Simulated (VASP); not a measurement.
Here is a VASP 6.6.1 calculation.

The input INCAR:

```
PREC = Accurate
ENCUT = 600
EDIFF = 1E-7
ISMEAR = 0
SIGMA = 0.1
LREAL = F
LASPH = T
NELM = 80
ALGO = Normal
ISIF = 4
LWAVE = F
LCHARG = F
GGA = PE
IBRION = 2
NSW = 50
EDIFFG = -0.01
```

The input KPOINTS:

```
regular mesh
0
Gamma
  12 12 6
```

POSCAR

```
Hf3C2
1.0
    3.2411926177      0.0000000000      0.0000000000
   -1.6205963088      2.8069551455      0.0000000000
    0.0000000000      0.0000000000      7.7512586450
Hf C
3 2
Direct
    0.0000000000      0.0000000000      0.0000000000
    0.3333333333      0.6666666667      0.6752711059
    0.6666666667      0.3333333333      0.3247288941
    0.3333333333      0.6666666667      0.1745887398
    0.6666666667      0.3333333333      0.8254112602
```

Potentials or basis: VASP PAW PBE potentials, release 64 (Hf_pv, C).

Launch:

```console
$ cat potpaw_PBE.64/Hf_pv/POTCAR potpaw_PBE.64/C/POTCAR > POTCAR
$ mpirun -np 1 vasp_std > vasp.out
```

Problem. What does it give for the band gap on the k mesh?

Solution. Zero (bands 19 and 20 overlap by 1.27 eV).

Final structure:
```cif
data_structure
_symmetry_space_group_name_H-M 'P 1'
_symmetry_Int_Tables_number 1
_cell_length_a 3.2447
_cell_length_b 3.2447
_cell_length_c 7.7346
_cell_angle_alpha 90.000
_cell_angle_beta 90.000
_cell_angle_gamma 120.000
_cell_volume 70.52
loop_
_atom_site_label
_atom_site_type_symbol
_atom_site_fract_x
_atom_site_fract_y
_atom_site_fract_z
_atom_site_occupancy
Hf1 Hf 0.00000 0.00000 0.00000 1
Hf2 Hf 0.33333 0.66667 0.67298 1
Hf3 Hf 0.66667 0.33333 0.32702 1
C1 C 0.33333 0.66667 0.17508 1
C2 C 0.66667 0.33333 0.82492 1
```

Caveat: spin-orbit coupling is left out, which moves the levels of the heavy elements.
